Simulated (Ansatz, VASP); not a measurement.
# Two plane-wave programs on LiPb2

```
Li Pb
1.0
     3.02192    0.00000    0.00000
    -1.51096    2.61706    0.00000
     0.00000    0.00000    7.52605
Li Pb
1 2
Direct
  0.00000 0.00000 0.50000
  0.33333 0.66667 0.81656
  0.66667 0.33333 0.18344
```

Alike in both runs: task relaxation of cell and atoms; functional PBE; k mesh 6 × 6 × 2; occupations gaussian, width 0.1 eV; no spin polarisation.

```csv
,VASP,Ansatz
version,VASP 6.6.1,Ansatz 0.2.0
potentials or method,"VASP PAW PBE potentials, release 64 (Li_sv, Pb_d), cutoff 600 eV","scalar-relativistic, plane waves, PAW"
valence electrons in the cell,31,31
```

```tsv
	VASP	Ansatz	Ansatz less VASP
gap on the k mesh at the Fermi level, each at its own relaxed structure (eV)	none	none	-
relaxed volume (Å³/atom)	27.39	27.44	+0.049
relaxed cell length with the largest relative difference (Å)	7.647	7.615	-0.0328
```

A gap of «none» marks a metal or a gap that the smearing closes.

The k mesh is coarse, so the values compare programs but aren't converged. Spin-orbit coupling is off throughout. Noted on VASP's run: the cutoff is short for stress, so the pressure is rough; the volume moved by over 15 % at a fixed basis, so the end points are rough.
